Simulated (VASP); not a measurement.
# TaN (WC type) (P-6m2) in VASP: single point with PBE

Aim: the single point of TaN (WC type) with PBE.

Program: VASP 6.6.1. These are calculated values, not measurements. Logs are shortened: lines on timing, memory, paths and dates and some standing lists are left out, and cuts for length are marked.

### Step 1. The cell of the first run

It takes space group P-6m2 (No. 187, hexagonal). The conventional cell has a = 2.799 Å, b = 2.799 Å, c = 2.775 Å, α = 90.00°, β = 90.00°, γ = 120.00°. Ta (site symmetry -6m2) has 6 N at 2.13 Å and 8 Ta at 2.77 to 2.80 Å within 2.8 Å. Within 2.8 Å of N (site symmetry -6m2) lie 6 Ta at 2.13 Å and 8 N at 2.77 to 2.80 Å.

### Step 2. Single point, PBE

INCAR

```
SYSTEM = TaN
PREC = Accurate
ENCUT = 700
EDIFF = 1E-6
ISMEAR = -1
SIGMA = 0.08
LREAL = .FALSE.
LASPH = .TRUE.
NELM = 120
ALGO = Normal
ISIF = 2
LWAVE = .FALSE.
LCHARG = .FALSE.
GGA = PE
NBANDS = 16
GGA_COMPAT = .FALSE.
```

KPOINTS

```
regular mesh
0
G
  16 16 14
  0 0 0
```

POSCAR

```
TaN
1.0
    2.7985617170      0.0000000000      0.0000000000
   -1.3992808585      2.4236255410      0.0000000000
    0.0000000000      0.0000000000      2.7747028207
Ta N
1 1
Direct
    0.0000000000      0.0000000000      0.0000000000
    0.3333333333      0.6666666667      0.5000000000
```

Potentials or basis: VASP PAW PBE potentials, release 64 (Ta_sv_GW, N).

Run with:

```
cat potpaw_PBE.64/Ta_sv_GW/POTCAR potpaw_PBE.64/N/POTCAR > POTCAR
mpirun -np 1 vasp_std > vasp.out
```

OUTCAR:

```text
SYSTEM = TaN
   PREC = Accurate
   ENCUT = 700
   EDIFF = 1E-6
   ISMEAR = -1
   LREAL = .FALSE.
   LASPH = .TRUE.
   NELM = 120
   ISIF = 2
   GGA = PE

 ion  position               nearest neighbor table
   1  0.000  0.000  0.000-   2 2.13   2 2.13   2 2.13   2 2.13   2 2.13   2 2.13
   2  0.333  0.667  0.500-   1 2.13   1 2.13   1 2.13   1 2.13   1 2.13   1 2.13

  LATTYP: Found a hexagonal cell.
 ALAT       =     2.7985617170
 C/A-ratio  =     0.9914745863

  Lattice vectors:

 A1 = (   2.7985617170,   0.0000000000,   0.0000000000)
 A2 = (  -1.3992808585,   2.4236255410,   0.0000000000)
 A3 = (   0.0000000000,   0.0000000000,   2.7747028207)

Analysis of symmetry for initial positions (statically):
=====================================================================
 Subroutine PRICEL returns:
 Original cell was already a primitive cell.

 Routine SETGRP: Setting up the symmetry group for a
 hexagonal supercell.

 Subroutine GETGRP returns: Found 12 space group operations
 (whereof 12 operations were pure point group operations)
 out of a pool of 24 trial point group operations.

The static configuration has the point symmetry D_3h.

Analysis of symmetry for dynamics (positions and initial velocities):
=====================================================================
 Subroutine PRICEL returns:
 Original cell was already a primitive cell.

 Routine SETGRP: Setting up the symmetry group for a
 hexagonal supercell.

 Subroutine GETGRP returns: Found 12 space group operations
 (whereof 12 operations were pure point group operations)
 out of a pool of 24 trial point group operations.

The dynamic configuration has the point symmetry D_3h.

 Subroutine INISYM returns: Found 12 space group operations
 (whereof 12 operations are pure point group operations),
 and found     1 'primitive' translations

----------------------------------------------------------------------------------------

                                     Primitive cell

  volume of cell :      18.8199

  direct lattice vectors                    reciprocal lattice vectors
     2.798561717  0.000000000  0.000000000     0.357326406  0.206302497  0.000000000
    -1.399280859  2.423625541  0.000000000     0.000000000  0.412604993  0.000000000
     0.000000000  0.000000000  2.774702821     0.000000000  0.000000000  0.360398956
[... 74 lines left out ...]
 SYSTEM =  TaN
   PREC   = accura    normal or accurate (medium, high low for compatibility)
   ISTART =      0    job   : 0-new  1-cont  2-samecut
   ICHARG =      2    charge: 1-file 2-atom 10-const
   ISPIN  =      1    spin polarized calculation?
   LNONCOLLINEAR =      F non collinear calculations
   LSORBIT =      F    spin-orbit coupling
   LASPH  =      T    aspherical Exc in radial PAW
   ENCUT  =  700.0 eV  51.45 Ry    7.17 a.u.   6.04  6.04  5.99*2*pi/ulx,y,z
   NELM   =    120;   NELMIN=  2; NELMDL= -5     # of ELM steps
   EDIFF  = 0.1E-05   stopping-criterion for ELM
   LREAL  =      F    real-space projection
   EDIFFG = 0.1E-04   stopping-criterion for IOM
   NSW    =      0    number of steps for IOM
   IBRION =     -1    ionic relax: 0-MD 1-quasi-New 2-CG
   NFREE  =      0    steps in history (QN), initial steepest desc. (CG)
   ISIF   =      2    stress and relaxation
   ISYM   =      2    0-nonsym 1-usesym 2-fastsym
   POTIM  = 0.5000    time-step for ionic-motion
   TEBEG  =    0.0;   TEEND  =   0.0 temperature during run
   PSTRESS=    0.0 pullay stress
   NELECT =      18.0000    total number of electrons
   NUPDOWN=      -1.0000    fix difference up-down
   EMIN   =  10.00;   EMAX   =-10.00  energy-range for DOS
   EFERMI =   0.00;   METHOD = LEGACY
   ISMEAR =    -1;   SIGMA  =   0.08  broadening in eV -4-tet -1-fermi 0-gaus
   EFERMI_NEDOS =   21; number of points for ismear=-14 and -15
   IALGO  =     38    algorithm
   IMIX   =      4    mixing-type and parameters
     AMIX     =   0.40;   BMIX     =  1.00
     AMIX_MAG =   1.60;   BMIX_MAG =  1.00
  volume/ion in A,a.u.               =       9.41        63.50
  Fermi-wavevector in a.u.,A,eV,Ry     =   1.612972  3.048074 35.397967  2.601677
  Thomas-Fermi vector in A             =   2.708116
   LORBIT       =      0    0 simple, 1 ext, 2 COOP (PROOUT), +10 PAW based schemes
   GGA     = PE    functional components
   LHFCALC =     F    Hartree Fock is set to
   AEXX    =    0.0000 exact exchange contribution
   IVDW    =     0    specifies the selected vdW correction
   LEPSILON=     F    determine dielectric tensor
   LRPA    =     F    only Hartree local field effects (RPA)
 non-spin polarized calculation
  energy-cutoff  :      700.00
  volume of cell :       18.82
 maximum number of plane-waves:       816
   NGX = 13   NGY = 13   NGZ = 11

 number of electron      18.0000000 magnetization

 Free energy of the ion-electron system (eV)
  ---------------------------------------------------
  ext. energy  EPLUGINS =         0.00000000
  ---------------------------------------------------
  free energy    TOTEN  =       -24.38872629 eV

  energy without entropy =      -24.38665584  energy(sigma->0) =      -24.38769107

 E-fermi :  14.5447     XC(G=0): -14.4931

 val. band max:       14.5160896245   @ k =   0.3125   0.3125   0.0000
 cond. band min:      14.5494613737   @ k =   0.0625  -0.0000   0.5000
 fundamental gap:      0.0333717492
 Fermi energy:        14.5447338770

 k-point     1 :       0.0000    0.0000    0.0000
  band No.  band energies     occupation
      1     -53.6778      2.00000
      2     -19.9542      2.00000
      3     -19.5543      2.00000
      4     -19.5543      2.00000
      5      -4.2606      2.00000
      6       9.4222      2.00000
[... 433 lines left out ...]
      3     -20.1018      2.00000
      4     -19.7342      2.00000
      5      -1.7113      2.00000
      6       6.1637      2.00000
[... 8 lines left out ...]
     15      29.8507      0.00000
     16      31.6557      0.00000

 [... further k-points ...]
[... 5 lines left out ...]
  --------------------------------------------------------------------------------------
  -------------------------------------------------------------------------------------
  Total        8.1427541      8.1427541      8.1775912      0.0000000      0.0000000      0.0000000
  in kB      693.2103182    693.2103183    696.1760707      0.0000000      0.0000000      0.0000000
  external PRESSURE =     694.1989024 kB  Pullay stress =       0.0000000 kB

 VOLUME and BASIS-vectors are now :
 -----------------------------------------------------------------------------
  energy-cutoff  :      700.00
  volume of cell :       18.82
      direct lattice vectors                 reciprocal lattice vectors
     2.798561717  0.000000000  0.000000000     0.357326406  0.206302497  0.000000000
    -1.399280859  2.423625541  0.000000000     0.000000000  0.412604993  0.000000000
     0.000000000  0.000000000  2.774702821     0.000000000  0.000000000  0.360398956

 POSITION                                       TOTAL-FORCE (eV/Angst)
 -----------------------------------------------------------------------------------
      0.00000      0.00000      0.00000         0.000000      0.000000      0.000000
     -0.00000      1.61575      1.38735        -0.000000     -0.000000      0.000000
 -----------------------------------------------------------------------------------
    total drift:                                0.000000     -0.000000     -0.000000

  FREE ENERGIE OF THE ION-ELECTRON SYSTEM (eV)
  ---------------------------------------------------
  free  energy   TOTEN  =       -24.3887262899 eV

  energy  without entropy=      -24.3866558418  energy(sigma->0) =      -24.38769107
```

OSZICAR:

```text
N       E                     dE             d eps       ncg     rms          rms(c)
DAV:   1     0.121570599236E+03    0.12157E+03   -0.13415E+04  7688   0.150E+03
DAV:   2    -0.236880200949E+02   -0.14526E+03   -0.13869E+03 10368   0.368E+02
DAV:   3    -0.278043560996E+02   -0.41163E+01   -0.41060E+01  9040   0.593E+01
DAV:   4    -0.278289098686E+02   -0.24554E-01   -0.24553E-01 10152   0.528E+00
DAV:   5    -0.278294974512E+02   -0.58758E-03   -0.58758E-03 10768   0.498E-01    0.636E+01
DAV:   6    -0.244357756164E+02    0.33937E+01   -0.65484E+00  9624   0.253E+01    0.672E+01
DAV:   7    -0.244159148266E+02    0.19861E-01   -0.44562E-01  7896   0.540E+00    0.281E+01
DAV:   8    -0.243901269574E+02    0.25788E-01   -0.64553E-02 10256   0.236E+00    0.758E+00
DAV:   9    -0.243887582402E+02    0.13687E-02   -0.10924E-02  9048   0.105E+00    0.114E+00
DAV:  10    -0.243887305160E+02    0.27724E-04   -0.11617E-03  8352   0.413E-01    0.757E-01
DAV:  11    -0.243887278612E+02    0.26548E-05   -0.59028E-05  9856   0.922E-02    0.360E-01
DAV:  12    -0.243887267809E+02    0.10803E-05   -0.59708E-06  9032   0.249E-02    0.688E-02
DAV:  13    -0.243887262899E+02    0.49102E-06   -0.98526E-07  5712   0.897E-03
   1 F= -.24388726E+02 E0= -.24387691E+02  d E =-.207045E-02
```

stdout:

```text
POSCAR found type information on POSCAR TaN
 POSCAR found :  2 types and       2 ions
 scaLAPACK will be used
 LDA part: xc-table for (Slater+PW92), standard interpolation
 POSCAR, INCAR and KPOINTS ok, starting setup
 FFT: planning ... GRIDC
 FFT: planning ... GRID_SOFT
 FFT: planning ... GRID
 WAVECAR not read
 entering main loop
```

Run time: 56 s. Hardware: 1 thread of Intel Xeon Platinum 8259CL at 2.50GHz (Skylake/Cascade Lake), shared host; peak memory 0.25 GiB.

What came out:

- Free energy: -24.3887 eV
- Pressure: 69.4 GPa
- Band gap on the k mesh: zero (bands 9 and 10 overlap by 0.30 eV)

Stress tensor (GPa, compression positive):
```
69.32  0.00  0.00
 0.00 69.32  0.00
 0.00  0.00 69.62
```

Levels at points of the mesh, in eV from the Fermi level:
```tsv
k point	band 5	band 6	band 7	band 8	band 9	band 10	band 11	band 12	band 13	band 14
(0.00, 0.00, 0.00)	-18.81	-5.12	-5.12	-4.91	-3.14	3.30	4.15	4.15	4.81	4.81
(0.50, 0.00, 0.00)	-15.97	-9.04	-6.02	-4.10	-3.37	3.53	4.96	5.93	6.44	8.71
(0.00, 0.00, 0.50)	-15.36	-10.19	-4.17	-4.17	-0.16	-0.16	2.62	3.80	3.80	9.44
(0.50, 0.00, 0.50)	-16.69	-8.13	-6.71	-6.44	-0.05	5.17	6.55	7.25	8.45	12.16
```

Caveat: the cell stands under pressure; spin-orbit coupling is left out, which moves the levels of the heavy elements.

The gap in the log of VASP goes by the Fermi energy; the results here count the filled bands.